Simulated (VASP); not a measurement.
# TePb (CsCl type) (Pm-3m) in VASP: notebook

Runs on TePb (CsCl type). Level: PBE. Tasks: single point.

Everything below comes from runs of VASP 6.6.1. Logs are shortened: lines on timing, memory, paths and dates and some standing lists are left out, and cuts for length are marked.

### 1 The cell of the first run

Symmetry: Pm-3m, No. 221, cubic system. The conventional cell has a = 3.274 Å, b = 3.274 Å, c = 3.274 Å, α = 90.00°, β = 90.00°, γ = 90.00°. Within 3.7 Å of Pb (site symmetry m-3m) lie 8 Te at 2.84 Å and 6 Pb at 3.27 Å. Te (site symmetry m-3m) has 8 Pb at 2.84 Å and 6 Te at 3.27 Å within 3.7 Å.

### 2 Single point, PBE (volume scaled by 0.55)

INCAR

```
SYSTEM = TePb
ALGO = Normal
EDIFF = 1E-6
ENCUT = 520
GGA = PE
ISIF = 2
ISMEAR = -1
LASPH = .True.
LCHARG = .False.
LREAL = .False.
LWAVE = .False.
NBANDS = 17
NELM = 100
PREC = Accurate
SIGMA = 0.1
```

KPOINTS

```
k-points
0
Gamma
  11 11 11
  0 0 0
```

POSCAR

```
TePb
1.0
    3.2741593582      0.0000000000      0.0000000000
    0.0000000000      3.2741593582      0.0000000000
    0.0000000000      0.0000000000      3.2741593582
Pb Te
1 1
Direct
    0.0000000000      0.0000000000      0.0000000000
    0.5000000000      0.5000000000      0.5000000000
```

Potentials or basis: VASP PAW PBE potentials, release 64 (Pb_d, Te).

Run with:

```console
$ cat potpaw_PBE.64/Pb_d/POTCAR potpaw_PBE.64/Te/POTCAR > POTCAR
$ mpirun -np 1 vasp_std > vasp.out
```

OUTCAR:

```text
SYSTEM = TePb
   EDIFF = 1E-6
   ENCUT = 520
   GGA = PE
   ISIF = 2
   ISMEAR = -1
   LASPH = .True.
   LREAL = .False.
   NELM = 100
   PREC = Accurate

 ion  position               nearest neighbor table
   1  0.000  0.000  0.000-   2 2.84   2 2.84   2 2.84   2 2.84   2 2.84   2 2.84   2 2.84   2 2.84

   2  0.500  0.500  0.500-   1 2.84   1 2.84   1 2.84   1 2.84   1 2.84   1 2.84   1 2.84   1 2.84

  LATTYP: Found a simple cubic cell.
 ALAT       =     3.2741593582

  Lattice vectors:

 A1 = (   3.2741593582,   0.0000000000,   0.0000000000)
 A2 = (   0.0000000000,   3.2741593582,   0.0000000000)
 A3 = (   0.0000000000,   0.0000000000,   3.2741593582)

Analysis of symmetry for initial positions (statically):
=====================================================================
 Subroutine PRICEL returns:
 Original cell was already a primitive cell.

 Routine SETGRP: Setting up the symmetry group for a
 simple cubic supercell.

 Subroutine GETGRP returns: Found 48 space group operations
 (whereof 48 operations were pure point group operations)
 out of a pool of 48 trial point group operations.

The static configuration has the point symmetry O_h .

Analysis of symmetry for dynamics (positions and initial velocities):
=====================================================================
 Subroutine PRICEL returns:
 Original cell was already a primitive cell.

 Routine SETGRP: Setting up the symmetry group for a
 simple cubic supercell.

 Subroutine GETGRP returns: Found 48 space group operations
 (whereof 48 operations were pure point group operations)
 out of a pool of 48 trial point group operations.

The dynamic configuration has the point symmetry O_h .

 Subroutine INISYM returns: Found 48 space group operations
 (whereof 48 operations are pure point group operations),
 and found     1 'primitive' translations

----------------------------------------------------------------------------------------

                                     Primitive cell

  volume of cell :      35.0994

  direct lattice vectors                    reciprocal lattice vectors
     3.274159358  0.000000000  0.000000000     0.305421909  0.000000000  0.000000000
     0.000000000  3.274159358  0.000000000     0.000000000  0.305421909  0.000000000
     0.000000000  0.000000000  3.274159358     0.000000000  0.000000000  0.305421909

  length of vectors
     3.274159358  3.274159358  3.274159358     0.305421909  0.305421909  0.305421909

  position of ions in fractional coordinates (direct lattice)
     0.000000000  0.000000000  0.000000000
     0.500000000  0.500000000  0.500000000

  ion indices of the primitive-cell ions
   primitive index   ion index
                 1           1
                 2           2

----------------------------------------------------------------------------------------

 KPOINTS: k-points

Automatic generation of k-mesh.
 Grid dimensions read from file:
 generate k-points for:   11   11   11

 Generating k-lattice:

  Cartesian coordinates                     Fractional coordinates (reciprocal lattice)
     0.027765628  0.000000000  0.000000000     0.090909091  0.000000000  0.000000000
     0.000000000  0.027765628  0.000000000     0.000000000  0.090909091  0.000000000
     0.000000000  0.000000000  0.027765628     0.000000000  0.000000000  0.090909091

  Length of vectors
     0.027765628  0.027765628  0.027765628

  Shift w.r.t. Gamma in fractional coordinates (k-lattice)
     0.000000000  0.000000000  0.000000000

 Subroutine IBZKPT returns following result:
 ===========================================

 Found     56 irreducible k-points:

 Following reciprocal coordinates:
            Coordinates               Weight
  0.000000  0.000000  0.000000      1.000000
  0.090909  0.000000  0.000000      6.000000
  0.181818  0.000000  0.000000      6.000000
  0.272727  0.000000  0.000000      6.000000
  0.363636  0.000000  0.000000      6.000000
  0.454545  0.000000  0.000000      6.000000
[... 16 lines left out ...]
  0.181818  0.090909  0.090909     24.000000
  0.272727  0.090909  0.090909     24.000000
 [... further k-points ...]
   k-points           NKPTS =     56   k-points in BZ     NKDIM =     56   number of bands    NBANDS=     17
   number of dos      NEDOS =    301   number of ions     NIONS =      2
   total plane-waves  NPLWV =  13824
   dimension x,y,z NGX =    24 NGY =   24 NGZ =   24
   dimension x,y,z NGXF=    48 NGYF=   48 NGZF=   48
   ions per type =               1   1
   NGX,Y,Z   is equivalent  to a cutoff of  12.19, 12.19, 12.19 a.u.
   NGXF,Y,Z  is equivalent  to a cutoff of  24.37, 24.37, 24.37 a.u.
 SYSTEM =  TePb
   PREC   = accura    normal or accurate (medium, high low for compatibility)
   ISTART =      0    job   : 0-new  1-cont  2-samecut
   ICHARG =      2    charge: 1-file 2-atom 10-const
   ISPIN  =      1    spin polarized calculation?
   LNONCOLLINEAR =      F non collinear calculations
   LSORBIT =      F    spin-orbit coupling
   LASPH  =      T    aspherical Exc in radial PAW
   ENCUT  =  520.0 eV  38.22 Ry    6.18 a.u.   6.09  6.09  6.09*2*pi/ulx,y,z
   NELM   =    100;   NELMIN=  2; NELMDL= -5     # of ELM steps
   EDIFF  = 0.1E-05   stopping-criterion for ELM
   LREAL  =      F    real-space projection
   EDIFFG = 0.1E-04   stopping-criterion for IOM
   NSW    =      0    number of steps for IOM
   IBRION =     -1    ionic relax: 0-MD 1-quasi-New 2-CG
   NFREE  =      0    steps in history (QN), initial steepest desc. (CG)
   ISIF   =      2    stress and relaxation
   ISYM   =      2    0-nonsym 1-usesym 2-fastsym
   POTIM  = 0.5000    time-step for ionic-motion
   TEBEG  =    0.0;   TEEND  =   0.0 temperature during run
   PSTRESS=    0.0 pullay stress
   NELECT =      20.0000    total number of electrons
   NUPDOWN=      -1.0000    fix difference up-down
   EMIN   =  10.00;   EMAX   =-10.00  energy-range for DOS
   EFERMI =   0.00;   METHOD = LEGACY
   ISMEAR =    -1;   SIGMA  =   0.10  broadening in eV -4-tet -1-fermi 0-gaus
   EFERMI_NEDOS =   21; number of points for ismear=-14 and -15
   IALGO  =     38    algorithm
   IMIX   =      4    mixing-type and parameters
     AMIX     =   0.40;   BMIX     =  1.00
     AMIX_MAG =   1.60;   BMIX_MAG =  1.00
  volume/ion in A,a.u.               =      17.55       118.43
  Fermi-wavevector in a.u.,A,eV,Ry     =   1.357224  2.564782 25.062724  1.842058
  Thomas-Fermi vector in A             =   2.484161
   LORBIT       =      0    0 simple, 1 ext, 2 COOP (PROOUT), +10 PAW based schemes
   GGA     = PE    functional components
   LHFCALC =     F    Hartree Fock is set to
   AEXX    =    0.0000 exact exchange contribution
   IVDW    =     0    specifies the selected vdW correction
   LEPSILON=     F    determine dielectric tensor
   LRPA    =     F    only Hartree local field effects (RPA)
 non-spin polarized calculation
  energy-cutoff  :      520.00
  volume of cell :       35.10
 maximum number of plane-waves:       959
   NGX = 13   NGY = 13   NGZ = 13

 number of electron      19.9999994 magnetization

 Free energy of the ion-electron system (eV)
  ---------------------------------------------------
  ext. energy  EPLUGINS =         0.00000000
  ---------------------------------------------------
  free energy    TOTEN  =        -2.25869843 eV

  energy without entropy =       -2.23319748  energy(sigma->0) =       -2.24594796

 E-fermi :  15.8575     XC(G=0): -12.7230

 val. band max:       15.8481244016   @ k =   0.4545   0.1818   0.0000
 cond. band min:      15.8704168966   @ k =   0.4545   0.1818   0.1818
 fundamental gap:      0.0222924950
 Fermi energy:        15.8575001130

 k-point     1 :       0.0000    0.0000    0.0000
  band No.  band energies     occupation
      1      -2.4800      2.00000
      2      -2.4800      2.00000
      3      -2.2754      2.00000
      4      -1.9329      2.00000
      5      -1.9329      2.00000
      6      -1.9329      2.00000
[... 9 lines left out ...]
     16      26.9776      0.00000
     17      26.9776      0.00000

 k-point     2 :       0.0909    0.0000    0.0000
  band No.  band energies     occupation
      1      -2.4768      2.00000
      2      -2.4497      2.00000
      3      -2.1447      2.00000
      4      -1.9537      2.00000
      5      -1.9537      2.00000
      6      -1.9323      2.00000
[... 9 lines left out ...]
     16      26.4267      0.00000
     17      27.0221      0.00000

 k-point     3 :       0.1818    0.0000    0.0000
  band No.  band energies     occupation
      1      -2.4682      2.00000
      2      -2.3774      2.00000
      3      -2.0088      2.00000
      4      -2.0088      2.00000
      5      -1.9309      2.00000
      6      -1.7444      2.00000
[... 9 lines left out ...]
     16      25.3521      0.00000
     17      27.5121      0.00000

 k-point     4 :       0.2727    0.0000    0.0000
  band No.  band energies     occupation
      1      -2.4570      2.00000
      2      -2.2858      2.00000
      3      -2.0794      2.00000
      4      -2.0794      2.00000
      5      -1.9291      2.00000
      6      -1.0836      2.00000
[... 9 lines left out ...]
     16      24.3085      0.00000
     17      28.3497      0.00000
[... 343 lines left out ...]
      1      -2.4250      2.00000
      2      -2.4250      2.00000
      3      -2.0826      2.00000
      4      -1.9679      2.00000
      5      -1.9679      2.00000
      6      -1.7924      2.00000
[... 9 lines left out ...]
     16      27.3211      0.00000
     17      27.3279      0.00000

 k-point    23 :       0.1818    0.0909    0.0909
  band No.  band energies     occupation
      1      -2.4162      2.00000
      2      -2.3415      2.00000
      3      -2.1216      2.00000
      4      -2.0252      2.00000
      5      -1.9674      2.00000
      6      -1.4100      2.00000
[... 9 lines left out ...]
     16      26.8092      0.00000
     17      26.9875      0.00000

 k-point    24 :       0.2727    0.0909    0.0909
  band No.  band energies     occupation
      1      -2.4043      2.00000
      2      -2.2473      2.00000
      3      -2.1779      2.00000
      4      -2.0987      2.00000
      5      -1.9627      2.00000
      6      -0.7562      2.00000
[... 9 lines left out ...]
     16      25.7101      0.00000
     17      26.6198      0.00000

 [... further k-points ...]
[... 5 lines left out ...]
  --------------------------------------------------------------------------------------
  -------------------------------------------------------------------------------------
  Total       20.9301603     20.9301603     20.9301603      0.0000000     -0.0000000      0.0000000
  in kB      955.3966114    955.3966114    955.3966114      0.0000000     -0.0000000      0.0000000
  external PRESSURE =     955.3966114 kB  Pullay stress =       0.0000000 kB

 VOLUME and BASIS-vectors are now :
 -----------------------------------------------------------------------------
  energy-cutoff  :      520.00
  volume of cell :       35.10
      direct lattice vectors                 reciprocal lattice vectors
     3.274159358  0.000000000  0.000000000     0.305421909  0.000000000  0.000000000
     0.000000000  3.274159358  0.000000000     0.000000000  0.305421909  0.000000000
     0.000000000  0.000000000  3.274159358     0.000000000  0.000000000  0.305421909

 POSITION                                       TOTAL-FORCE (eV/Angst)
 -----------------------------------------------------------------------------------
      0.00000      0.00000      0.00000         0.000000      0.000000      0.000000
      1.63708      1.63708      1.63708         0.000000      0.000000      0.000000
 -----------------------------------------------------------------------------------
    total drift:                               -0.000000      0.000000      0.000000

  FREE ENERGIE OF THE ION-ELECTRON SYSTEM (eV)
  ---------------------------------------------------
  free  energy   TOTEN  =        -2.2586984291 eV

  energy  without entropy=       -2.2331974812  energy(sigma->0) =       -2.24594796
```

It took 12 s on 1 thread of AMD EPYC 9R45 (Zen 5), shared host; peak memory 0.13 GiB.

What came out:

```yaml
Free_energy: -2.2587 eV
Pressure: 95.5 GPa
Band_gap_on_the_k_mesh: zero (band 10 reaches 17.61 eV, above the bottom of band 11 at 12.59 eV)
```

Levels at points of the mesh, in eV from the Fermi level:
| k point | band 7 | band 8 | band 9 | band 10 | band 11 | band 12 | band 13 | band 14 |
| --- | --- | --- | --- | --- | --- | --- | --- | --- |
| (0.00, 0.00, 0.00) | -4.16 | -3.59 | -3.59 | -3.59 | 2.89 | 2.89 | 10.46 | 10.46 |

Caveat: spin-orbit coupling is left out, which moves the levels of the heavy elements.

### 3 Single point, PBE (volume scaled by 0.55)

INCAR

```
ALGO = Normal
EDIFF = 1E-6
ENCUT = 520
GGA = PE
ISIF = 2
ISMEAR = -1
LASPH = True
LCHARG = False
LREAL = False
LWAVE = False
NBANDS = 17
NELM = 100
PREC = Accurate
SIGMA = 0.1
```

KPOINTS

```
k-points
0
Gamma
  11 11 11
```

POSCAR is that of step 2.

Potentials or basis: VASP PAW PBE potentials, release 64 (Pb_d, Te).

Run with:

```console
$ cat potpaw_PBE.64/Pb_d/POTCAR potpaw_PBE.64/Te/POTCAR > POTCAR
$ mpirun -np 1 vasp_std > vasp.out
```

It took 13 s on 1 thread of AMD EPYC 9R45 (Zen 5), shared host; peak memory 0.13 GiB.

It converged, with:

```
Free energy            : -2.2587 eV
Pressure               : 95.5 GPa
Band gap on the k mesh : zero (band 10 reaches 17.61 eV, above the bottom of band 11 at 12.59 eV)
```

Levels at points of the mesh, in eV from the Fermi level:
```csv
k point,band 8,band 9,band 10,band 11,band 12,band 13
"(0.00, 0.00, 0.00)",-3.59,-3.59,-3.59,2.89,2.89,10.46
```

Caveat: spin-orbit coupling is left out, which moves the levels of the heavy elements.

(Continued in part 2 of 2.)
